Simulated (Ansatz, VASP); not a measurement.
## K: VASP beside Ansatz

The input INCAR:

```
SYSTEM = K
ALGO = Normal
EDIFF = 1E-7
ENCUT = 520
GGA = PE
ISIF = 2
ISMEAR = -1
LASPH = .TRUE.
LCHARG = .FALSE.
LREAL = .FALSE.
LWAVE = .FALSE.
NBANDS = 10
NELM = 80
PREC = Accurate
SIGMA = 0.08
```

Contents of KPOINTS:

```
k-points
0
G
  10 10 10
  0 0 0
```

File POSCAR:

```
K
1.0
   -2.5915537474      2.5915537474      2.5915537474
    2.5915537474     -2.5915537474      2.5915537474
    2.5915537474      2.5915537474     -2.5915537474
K
1
Direct
    0.0000000000      0.0000000000      0.0000000000
```

Input for Ansatz:

```yaml
crystal:
  lattice:
    - [-2.5915537474, 2.5915537474, 2.5915537474]
    - [2.5915537474, -2.5915537474, 2.5915537474]
    - [2.5915537474, 2.5915537474, -2.5915537474]
  atoms:
    - { symbol: K, position: [0.0, 0.0, 0.0] }
kpoints:
  mp_grid: { grid: [10, 10, 10] }
scf:
  occupations: { method: fermi_dirac, width: 0.08 }
hamiltonian:
  xc: pbe
  pseudopotentials: { kind: all_electron, lapw: { basis_error: 0.0005 } }
output:
  forces: true
  stress: true
  eigenvalues: true
```

Change from the starting cell: volume scaled by 0.97.

Alike in both runs: task single point; functional PBE; k mesh 10 × 10 × 10; occupations fermi-dirac, width 0.08 eV; no spin polarisation.

```csv
,VASP,Ansatz
version,VASP 6.6.1,Ansatz 0.2.0
potentials or method,"VASP PAW PBE potentials, release 64 (K_sv), cutoff 520 eV","all-electron LAPW, scalar-relativistic"
```

```csv
,VASP,Ansatz,Ansatz less VASP
pressure (GPa),0.2,0.2,+0.01
```

Ansatz ran all-electron here, and VASP with PAW potentials.
